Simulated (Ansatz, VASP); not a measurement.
PbO: VASP beside Ansatz

```
Pb O
1.0
     0.00000    2.50000    2.50000
     2.50000    0.00000    2.50000
     2.50000    2.50000    0.00000
Pb O
1 1
Direct
  0.00000 0.00000 0.00000
  0.40000 0.40000 0.60000
```

Alike in both runs: task single point; functional PBE; k mesh 3 × 3 × 3; occupations fermi-dirac, width 0.05 eV; no spin polarisation.

```csv
,VASP,Ansatz
version,VASP 6.6.1,Ansatz 0.2 development build
potentials or method,"VASP PAW PBE potentials, release 64 (Pb_d, O), cutoff 600 eV","all-electron full-potential LAPW, scalar-relativistic"
```

|  | VASP | Ansatz | Ansatz less VASP |
| --- | --- | --- | --- |
| gap on the k mesh at the Fermi level (eV) | 3.50 | 3.51 | +0.008 |
| rms of the force components (eV/Å) | 2.086 | 2.060 | -0.0262 |

Atom by atom the forces differ by 0.026 eV/Å (rms over components). Ansatz ran all-electron here, and VASP with PAW potentials.

The k mesh is coarse, so the values compare programs but aren't converged. Spin-orbit coupling is off throughout.
